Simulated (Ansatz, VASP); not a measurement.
## Two plane-wave programs on SnO

The input INCAR:

```
SYSTEM = SnO
PREC     = Accurate       ! precision mode
ENCUT    = 520            ! plane-wave cutoff, eV
EDIFF    = 1E-6           ! SCF threshold, eV
ISMEAR   = 0              ! smearing method
SIGMA    = 0.15           ! smearing width, eV
LREAL    = .FALSE.        ! projectors in reciprocal space
LASPH    = .TRUE.         ! aspherical terms in the spheres
NELM     = 60             ! most SCF steps
ALGO     = Normal         ! electronic algorithm
ISIF     = 2              ! what is computed and relaxed
LWAVE    = .FALSE.        ! write WAVECAR
LCHARG   = .FALSE.        ! write CHGCAR
GGA      = PE             ! functional
IVDW     = 12             ! dispersion correction
NBANDS   = 28             ! bands
```

Contents of KPOINTS:

```
Automatic mesh
0
G
  12 12 10
  0 0 0
```

Contents of POSCAR:

```
SnO
1.0
    3.8370962941      0.0000000000      0.0000000000
    0.0000000000      3.8370962941      0.0479637037
    0.0000000000      0.0595266219      4.7621297486
Sn O
2 2
Direct
    0.0000000000      0.5000000000      0.2432421493
    0.5000000000      0.0000000000      0.7567578507
    0.0000000000      0.0000000000      0.0000000000
    0.5000000000      0.5000000000      0.0000000000
```

Input for Ansatz:

```yaml
crystal:
  lattice:
    - [3.8370962941, 0.0, 0.0]
    - [0.0, 3.8370962941, 0.0479637037]
    - [0.0, 0.0595266219, 4.7621297486]
  atoms:
    - { symbol: Sn, position: [0.0, 0.5, 0.2432421493] }
    - { symbol: Sn, position: [0.5, 0.0, 0.7567578507] }
    - { symbol: O, position: [0.0, 0.0, 0.0] }
    - { symbol: O, position: [0.5, 0.5, 0.0] }
basis:
  ecutwfc: 420
kpoints:
  mp_grid: { grid: [12, 12, 10] }
hamiltonian:
  xc: pbe
  dispersion: d3bj
scf:
  occupations: { method: gaussian, width: 0.15 }
output:
  forces: true
  stress: true
  eigenvalues: true
```

Change from the starting cell: strain +0.0250 x Voigt [0, 0, 0, 1, 0, 0], atoms carried along.

Alike in both runs: task single point; functional PBE; dispersion D3(BJ); k mesh 12 × 12 × 10; occupations gaussian, width 0.15 eV; no spin polarisation.

|  | VASP | Ansatz |
| --- | --- | --- |
| version | VASP 6.6.1 | Ansatz 0.2.0 |
| potentials or method | VASP PAW PBE potentials, release 64 (Sn_d, O), cutoff 520 eV | scalar-relativistic, plane waves, PAW |
| valence electrons in the cell | 40 | 40 |

|  | VASP | Ansatz | Ansatz less VASP |
| --- | --- | --- | --- |
| gap on the k mesh at the Fermi level (eV) | none | none | - |
| pressure (GPa) | 0.3 | 0.1 | -0.21 |
| traceless stress, the component that is largest in VASP (GPa) | -1.32 | -1.29 | +0.031 |
| rms of the force components (eV/Å) | 0.076 | 0.062 | -0.0141 |

Atom by atom the forces differ by 0.033 eV/Å (rms over components). A gap of «none» marks a metal or a gap that the smearing closes.
